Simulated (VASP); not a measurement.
# C (Fd-3m) in VASP: a series of runs

C is run at these levels: r2SCAN; tasks: single point, relaxation of cell and atoms.

Everything below comes from runs of VASP 6.6.1. Logs are shortened: lines on timing, memory, paths and dates and some standing lists are left out, and cuts for length are marked.

## (1) The cell of the first run

The structure is cubic, space group Fd-3m (No. 227). The conventional cell has a = 3.560 Å, b = 3.560 Å, c = 3.560 Å, α = 90.00°, β = 90.00°, γ = 90.00°. C (site symmetry -43m) has 4 C at 1.54 Å within 2.1 Å.

## (2) Single point, r2SCAN

Input file POSCAR:

```
C
1.0
    0.0000000000      1.7800198126      1.7800198126
    1.7800198126      0.0000000000      1.7800198126
    1.7800198126      1.7800198126      0.0000000000
C
2
Direct
    0.0000000000      0.0000000000      0.0000000000
    0.2500000000      0.2500000000      0.2500000000
```

Input file INCAR.step1:

```
PREC = Accurate ; ENCUT = 520
ISMEAR = 0 ; SIGMA = 0.01
LREAL = F ; LASPH = T
NELM = 100 ; NBANDS = 11
GGA = PE ; ALGO = Normal
EDIFF = 1E-4 ; LWAVE = T
LCHARG = F
```

Input file INCAR.step2:

```
PREC = Accurate ; ENCUT = 520
EDIFF = 1E-6 ; ISMEAR = 0
SIGMA = 0.01 ; LREAL = F
LASPH = T ; NELM = 100
ALGO = Normal ; ISIF = 2
LWAVE = F ; LCHARG = F
METAGGA = R2SCAN ; LMIXTAU = T
NBANDS = 11 ; ISTART = 1
```

Input file KPOINTS:

```
regular mesh
0
Gamma
  12 12 12
```

Potentials or basis: VASP PAW PBE potentials, release 64 (C).

Command:

```bash
> cat potpaw_PBE.64/C/POTCAR > POTCAR
> cp INCAR.step1 INCAR
> mpirun -np 1 vasp_std > vasp.out
> cp INCAR.step2 INCAR
> mpirun -np 1 vasp_std > vasp.out
```

OUTCAR:

```text
PREC = Accurate
   ENCUT = 520
   EDIFF = 1E-6
   ISMEAR = 0
   LREAL = F
   LASPH = T
   NELM = 100
   ISIF = 2
   METAGGA = R2SCAN
   ISTART = 1

 ion  position               nearest neighbor table
   1  0.000  0.000  0.000-   2 1.54   2 1.54   2 1.54   2 1.54
   2  0.250  0.250  0.250-   1 1.54   1 1.54   1 1.54   1 1.54

  LATTYP: Found a face centered cubic cell.
 ALAT       =     3.5600396252

  Lattice vectors:

 A1 = (   0.0000000000,   1.7800198126,   1.7800198126)
 A2 = (   1.7800198126,   0.0000000000,   1.7800198126)
 A3 = (   1.7800198126,   1.7800198126,   0.0000000000)

Analysis of symmetry for initial positions (statically):
=====================================================================
 Subroutine PRICEL returns:
 Original cell was already a primitive cell.

 Routine SETGRP: Setting up the symmetry group for a
 face centered cubic supercell.

 Subroutine GETGRP returns: Found 48 space group operations
 (whereof 24 operations were pure point group operations)
 out of a pool of 48 trial point group operations.

The static configuration has the point symmetry T_d .
 The point group associated with its full space group is O_h .

Analysis of symmetry for dynamics (positions and initial velocities):
=====================================================================
 Subroutine PRICEL returns:
 Original cell was already a primitive cell.

 Routine SETGRP: Setting up the symmetry group for a
 face centered cubic supercell.

 Subroutine GETGRP returns: Found 48 space group operations
 (whereof 24 operations were pure point group operations)
 out of a pool of 48 trial point group operations.

The dynamic configuration has the point symmetry T_d .
 The point group associated with its full space group is O_h .

 Subroutine INISYM returns: Found 48 space group operations
 (whereof 24 operations are pure point group operations),
 and found     1 'primitive' translations

----------------------------------------------------------------------------------------

                                     Primitive cell

  volume of cell :      11.2799

  direct lattice vectors                    reciprocal lattice vectors
     0.000000000  1.780019813  1.780019813    -0.280895750  0.280895750  0.280895750
     1.780019813  0.000000000  1.780019813     0.280895750 -0.280895750  0.280895750
     1.780019813  1.780019813  0.000000000     0.280895750  0.280895750 -0.280895750

  length of vectors
     2.517328160  2.517328160  2.517328160     0.486525710  0.486525710  0.486525710

[... 83 lines left out ...]
   NSW    =      0    number of steps for IOM
   IBRION =     -1    ionic relax: 0-MD 1-quasi-New 2-CG
   NFREE  =      0    steps in history (QN), initial steepest desc. (CG)
   ISIF   =      2    stress and relaxation
   ISYM   =      2    0-nonsym 1-usesym 2-fastsym
   POTIM  = 0.5000    time-step for ionic-motion
   TEBEG  =    0.0;   TEEND  =   0.0 temperature during run
   PSTRESS=    0.0 pullay stress
   NELECT =       8.0000    total number of electrons
   NUPDOWN=      -1.0000    fix difference up-down
   EMIN   =  10.00;   EMAX   =-10.00  energy-range for DOS
   EFERMI =   0.00;   METHOD = LEGACY
   ISMEAR =     0;   SIGMA  =   0.01  broadening in eV -4-tet -1-fermi 0-gaus
   EFERMI_NEDOS =   21; number of points for ismear=-14 and -15
   IALGO  =     38    algorithm
   IMIX   =      4    mixing-type and parameters
     AMIX     =   0.40;   BMIX     =  1.00
     AMIX_MAG =   1.60;   BMIX_MAG =  1.00
  volume/ion in A,a.u.               =       5.64        38.06
  Fermi-wavevector in a.u.,A,eV,Ry     =   1.459946  2.758897 29.000015  2.131441
  Thomas-Fermi vector in A             =   2.576453
   LORBIT       =      0    0 simple, 1 ext, 2 COOP (PROOUT), +10 PAW based schemes
   METAGGA = R2SCAN    functional components
   LHFCALC =     F    Hartree Fock is set to
   AEXX    =    0.0000 exact exchange contribution
   IVDW    =     0    specifies the selected vdW correction
   LEPSILON=     F    determine dielectric tensor
   LRPA    =     F    only Hartree local field effects (RPA)
 non-spin polarized calculation
 Gauss-broadening in eV      SIGMA  =   0.01
  energy-cutoff  :      520.00
  volume of cell :       11.28
 maximum number of plane-waves:       313
   NGX =  9   NGY =  9   NGZ =  9

 number of electron       7.9999999 magnetization

 Free energy of the ion-electron system (eV)
  ---------------------------------------------------
  ext. energy  EPLUGINS =         0.00000000
  ---------------------------------------------------
  free energy    TOTEN  =       -19.65719923 eV

  energy without entropy =      -19.65719923  energy(sigma->0) =      -19.65719923

 E-fermi :   9.9667     XC(G=0): -14.2889

 val. band max:        9.7950075031   @ k =   0.0000   0.0000   0.0000
 cond. band min:      14.1507389605   @ k =   0.3333   0.3333   0.0000
 fundamental gap:      4.3557314574
 Fermi energy:         9.9666676027

 k-point     1 :       0.0000    0.0000    0.0000
  band No.  band energies     occupation
      1     -12.9787      2.00000
      2       9.7950      2.00000
      3       9.7950      2.00000
      4       9.7950      2.00000
      5      15.6461      0.00000
      6      15.6461      0.00000
      7      15.6461      0.00000
      8      23.7486      0.00000
      9      30.2665      0.00000
     10      37.2457      0.00000
     11      37.2457      0.00000
[... 309 lines left out ...]
 k-point    24 :      -0.4167    0.1667    0.0000
  band No.  band energies     occupation
      1      -6.5504      2.00000
      2      -3.4542      2.00000
      3       3.9536      2.00000
      4       5.9677      2.00000
      5      17.7233      0.00000
      6      20.5963      0.00000
      7      21.5855      0.00000
      8      26.2524      0.00000
      9      30.4229      0.00000
     10      35.1306      0.00000
     11      35.9079      0.00000

 [... further k-points ...]
[... 5 lines left out ...]
  --------------------------------------------------------------------------------------
  -------------------------------------------------------------------------------------
  Total        0.0854014      0.0854014      0.0854014     -0.0000000      0.0000000     -0.0000000
  in kB       12.1302833     12.1302833     12.1302833     -0.0000000      0.0000000     -0.0000000
  external PRESSURE =      12.1302833 kB  Pullay stress =       0.0000000 kB

 VOLUME and BASIS-vectors are now :
 -----------------------------------------------------------------------------
  energy-cutoff  :      520.00
  volume of cell :       11.28
      direct lattice vectors                 reciprocal lattice vectors
     0.000000000  1.780019813  1.780019813    -0.280895750  0.280895750  0.280895750
     1.780019813  0.000000000  1.780019813     0.280895750 -0.280895750  0.280895750
     1.780019813  1.780019813  0.000000000     0.280895750  0.280895750 -0.280895750

 POSITION                                       TOTAL-FORCE (eV/Angst)
 -----------------------------------------------------------------------------------
      0.00000      0.00000      0.00000        -0.000000     -0.000000     -0.000000
      0.89001      0.89001      0.89001         0.000000      0.000000      0.000000
 -----------------------------------------------------------------------------------
    total drift:                                0.000000      0.000000      0.000000

  FREE ENERGIE OF THE ION-ELECTRON SYSTEM (eV)
  ---------------------------------------------------
  free  energy   TOTEN  =       -19.6571992343 eV

  energy  without entropy=      -19.6571992343  energy(sigma->0) =      -19.65719923
```

OUTCAR.step1:

```text
PREC = Accurate
   ENCUT = 520
   ISMEAR = 0
   LREAL = F
   LASPH = T
[... 558 lines left out ...]
 -----------------------------------------------------------------------------------
      0.00000      0.00000      0.00000         0.000000      0.000000      0.000000
      0.89001      0.89001      0.89001        -0.000000     -0.000000     -0.000000
 -----------------------------------------------------------------------------------
    total drift:                                0.000000      0.000000      0.000000

  FREE ENERGIE OF THE ION-ELECTRON SYSTEM (eV)
  ---------------------------------------------------
  free  energy   TOTEN  =       -18.1836671615 eV

  energy  without entropy=      -18.1836671615  energy(sigma->0) =      -18.18366716
```

It took 32 s on 1 thread of Intel Xeon Platinum 8488C (Sapphire Rapids), shared host; peak memory 0.12 GiB.

Results:

- Free energy: -19.6572 eV
- Pressure: 1.2 GPa
- Band gap on the k mesh: 4.36 eV, indirect (least direct gap 5.85 eV)

Levels at points of the mesh, in eV from the valence-band top:
| k point | band 1 | band 2 | band 3 | band 4 | band 5 | band 6 | band 7 | band 8 | band 9 |
| --- | --- | --- | --- | --- | --- | --- | --- | --- | --- |
| (0.00, 0.00, 0.00) | -22.77 | 0.00 | 0.00 | 0.00 | 5.85 | 5.85 | 5.85 | 13.95 | 20.47 |
| (0.50, 0.00, 0.00) | -16.79 | -14.11 | -2.99 | -2.99 | 8.90 | 8.90 | 9.21 | 16.75 | 23.30 |
| (0.50, 0.50, 0.00) | -13.63 | -13.63 | -6.69 | -6.69 | 5.01 | 5.01 | 17.96 | 17.96 | 24.73 |

Caveat: the PAW data sets were made with another functional, which shifts forces and pressure a little. r2SCAN opens gaps a little over a GGA but as a rule still falls short of measured ones.

## (3) Relaxation of cell and atoms, r2SCAN

This run uses another cell than the first one, of 5.67 Å³/atom, 1.006 times its volume.

Input file POSCAR:

```
C
1.0
    0.0000000000      1.7833700000      1.7833700000
    1.7833700000      0.0000000000      1.7833700000
    1.7833700000      1.7833700000      0.0000000000
C
2
Direct
    0.0000000000      0.0000000000      0.0000000000
    0.2500000000      0.2500000000      0.2500000000
```

Input file INCAR.step1:

```
SYSTEM = C
ALGO = Normal
EDIFF = 1E-4
ENCUT = 600
GGA = PE
ISMEAR = 0
LASPH = .True.
LCHARG = .False.
LREAL = .False.
LWAVE = .True.
NELM = 60
PREC = Accurate
SIGMA = 0.01
```

Input file INCAR.step2:

```
SYSTEM = C
ALGO = Normal
EDIFF = 1E-7
EDIFFG = -0.01
ENCUT = 600
IBRION = 2
ISIF = 3
ISMEAR = 0
ISTART = 1
LASPH = .True.
LCHARG = .False.
LMIXTAU = .True.
LREAL = .False.
LWAVE = .False.
METAGGA = R2SCAN
NELM = 60
NSW = 80
PREC = Accurate
SIGMA = 0.01
```

Input file KPOINTS:

```
k-points
0
Gamma
  12 12 12
  0 0 0
```

Potentials or basis: VASP PAW PBE potentials, release 64 (C).

Command:

```bash
> cat potpaw_PBE.64/C/POTCAR > POTCAR
> cp INCAR.step1 INCAR
> mpirun -np 1 vasp_std > vasp.out
> cp INCAR.step2 INCAR
> mpirun -np 1 vasp_std > vasp.out
```

OUTCAR:

```text
SYSTEM = C
   EDIFF = 1E-7
   EDIFFG = -0.01
   ENCUT = 600
   IBRION = 2
   ISIF = 3
   ISMEAR = 0
   ISTART = 1
   LASPH = .True.
   LREAL = .False.
   METAGGA = R2SCAN
   NELM = 60
   NSW = 80
   PREC = Accurate

 ion  position               nearest neighbor table
   1  0.000  0.000  0.000-   2 1.54   2 1.54   2 1.54   2 1.54
   2  0.250  0.250  0.250-   1 1.54   1 1.54   1 1.54   1 1.54

  LATTYP: Found a face centered cubic cell.
 ALAT       =     3.5667400000

  Lattice vectors:

 A1 = (   0.0000000000,   1.7833700000,   1.7833700000)
 A2 = (   1.7833700000,   0.0000000000,   1.7833700000)
 A3 = (   1.7833700000,   1.7833700000,   0.0000000000)

Analysis of symmetry for initial positions (statically):
=====================================================================
 Subroutine PRICEL returns:
 Original cell was already a primitive cell.

 Routine SETGRP: Setting up the symmetry group for a
 face centered cubic supercell.

 Subroutine GETGRP returns: Found 48 space group operations
 (whereof 24 operations were pure point group operations)
 out of a pool of 48 trial point group operations.

The static configuration has the point symmetry T_d .
 The point group associated with its full space group is O_h .
[... 168 lines left out ...]
  Direction    XX          YY          ZZ          XY          YZ          ZX
  --------------------------------------------------------------------------------------
  -------------------------------------------------------------------------------------
  Total       -0.1479192     -0.1479192     -0.1479192     -0.0000000      0.0000000     -0.0000000
  in kB      -20.8920410    -20.8920410    -20.8920410     -0.0000000      0.0000000     -0.0000000
  external PRESSURE =     -20.8920410 kB  Pullay stress =       0.0000000 kB
[... 23 lines left out ...]
--------------------------------------- Ionic step        2  -------------------------------------------

 number of electron       7.9999999 magnetization

 E-fermi :  10.0194     XC(G=0): -14.3164

 val. band max:        9.8678175281   @ k =   0.0000   0.0000   0.0000
 cond. band min:      14.2358190997   @ k =   0.3333   0.3333   0.0000
 fundamental gap:      4.3680015716
 Fermi energy:        10.0194169224

 k-point     1 :       0.0000    0.0000    0.0000
  band No.  band energies     occupation
      1     -12.9760      2.00000
      2       9.8678      2.00000
      3       9.8678      2.00000
      4       9.8678      2.00000
      5      15.7327      0.00000
      6      15.7327      0.00000
      7      15.7327      0.00000
      8      23.9432      0.00000
[... 288 lines left out ...]
--------------------------------------- Ionic step        3  -------------------------------------------

 number of electron       7.9999999 magnetization

 Free energy of the ion-electron system (eV)
  ---------------------------------------------------
  ext. energy  EPLUGINS =         0.00000000
  ---------------------------------------------------
  free energy    TOTEN  =       -19.66437581 eV

  energy without entropy =      -19.66437581  energy(sigma->0) =      -19.66437581

 E-fermi :   9.9146     XC(G=0): -14.2835

 val. band max:        9.7802860943   @ k =   0.0000   0.0000   0.0000
 cond. band min:      14.1341287149   @ k =   0.3333   0.3333   0.0000
 fundamental gap:      4.3538426206
 Fermi energy:         9.9145645264

 k-point     1 :       0.0000    0.0000    0.0000
  band No.  band energies     occupation
      1     -12.9802      2.00000
      2       9.7803      2.00000
      3       9.7803      2.00000
      4       9.7803      2.00000
      5      15.6286      0.00000
      6      15.6286      0.00000
      7      15.6286      0.00000
      8      23.7111      0.00000
[... 282 lines left out ...]
  FREE ENERGIE OF THE ION-ELECTRON SYSTEM (eV)
  ---------------------------------------------------
  free  energy   TOTEN  =       -19.6643758063 eV

  energy  without entropy=      -19.6643758063  energy(sigma->0) =      -19.66437581

 reached required accuracy - stopping structural energy minimisation
```

Wall time 77 s (1 thread of Intel Xeon Platinum 8488C (Sapphire Rapids), shared host); peak memory 0.12 GiB.

What came out:

* Free energy: -19.6644 eV
* Relaxed volume: 5.65 Å³/atom
* Relaxed cell: a = 2.518 Å, b = 2.518 Å, c = 2.518 Å, α = 60.00°, β = 60.00°, γ = 60.00°
* Space group after relaxing (to 0.05 Å): Fd-3m (No. 227)
* Energy gained by relaxing: 0.2 meV/atom
* Ionic steps: 3
* Pressure after relaxing: 0.0 GPa
* Band gap on the k mesh: 4.35 eV, indirect (least direct gap 5.85 eV)

The path:
| step | energy change (eV) | largest force (eV/Å) | pressure (GPa) | volume (Å³) |
| --- | --- | --- | --- | --- |
| 1 | 0.0000 | 0.0000 | -2.09 | 11.34 |
| 2 | 0.0002 | 0.0000 | 2.73 | 11.22 |
| 3 | -0.0004 | 0.0000 | 0.01 | 11.29 |

Final structure:
```xyz
2
Lattice="0.0000 1.7806 1.7806 1.7806 0.0000 1.7806 1.7806 1.7806 0.0000" Properties=species:S:1:pos:R:3 pbc="T T T"
C     0.0000    0.0000    0.0000
C     0.8903    0.8903    0.8903
```

Levels at points of the mesh, in eV from the valence-band top:
| k point | band 2 | band 3 | band 4 | band 5 | band 6 | band 7 |
| --- | --- | --- | --- | --- | --- | --- |
| (0.00, 0.00, 0.00) | 0.00 | 0.00 | 0.00 | 5.85 | 5.85 | 5.85 |
| (0.50, 0.00, 0.00) | -14.10 | -2.99 | -2.99 | 8.90 | 8.90 | 9.19 |
| (0.50, 0.50, 0.00) | -13.62 | -6.69 | -6.69 | 5.01 | 5.01 | 17.95 |

Caveat: the PAW data sets were made with another functional, which shifts forces and pressure a little. r2SCAN opens gaps a little over a GGA but as a rule still falls short of measured ones.

(Continued in part 2 of 2.)
